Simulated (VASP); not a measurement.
**O: single point with r2SCAN**

Crystal: O.

```
O
1.0
     2.81287   -1.63995    0.00000
     2.81287    1.63995    0.00000
    -2.36213    0.00000    3.59776
O
2
Direct
  0.97455 0.97455 0.84443
  0.02545 0.02545 0.15557
```

| Item | Value |
| --- | --- |
| Program | VASP 6.6.1 |
| Task | single point |
| Functional | r2SCAN |
| Potentials or basis | VASP PAW PBE potentials, release 64 (O) |
| Cutoff | 520 eV |
| k mesh | 10 × 10 × 7 |
| Occupations | fermi-dirac, width 0.05 eV |
| Spin | no spin polarisation |

```json
{
  "Pressure": "-0.2 GPa",
  "Largest force": "1.615 eV/Å",
  "Band gap on the k mesh": "zero (band 6 reaches -1.72 eV, above the bottom of band 7 at -2.02 eV)"
}
```

Forces in eV/Å, atoms in the order of the input:
```
O    0.436  0.000 -1.555
O   -0.436  0.000  1.555
```

Stress tensor (GPa, compression positive):
```
-0.04  0.00 -2.25
 0.00 -5.06  0.00
-2.25  0.00  4.49
```

Levels at points of the mesh, in eV from the Fermi level:
| k point | band 3 | band 4 | band 5 | band 6 | band 7 | band 8 | band 9 | band 10 |
| --- | --- | --- | --- | --- | --- | --- | --- | --- |
| (0.00, 0.00, 0.00) | -8.33 | -6.82 | -6.78 | -0.11 | 0.21 | 7.35 | 11.73 | 15.26 |
| (0.50, 0.00, 0.00) | -8.00 | -7.80 | -6.95 | -0.31 | 0.14 | 10.65 | 11.87 | 12.13 |
| (0.50, 0.50, 0.00) | -7.90 | -7.57 | -7.19 | -0.02 | 0.41 | 10.92 | 11.24 | 12.33 |

Run time: 4.2 min on 1 thread of Intel(R) Xeon(R) Platinum 8488C (Sapphire Rapids), with other jobs on the host, peak memory 0.19 GiB.

Caveat: the standard files for N, O and F lose accuracy on very short bonds; spin is off for a triplet molecule; the PAW data sets were made with another functional, which shifts forces and pressure a little.
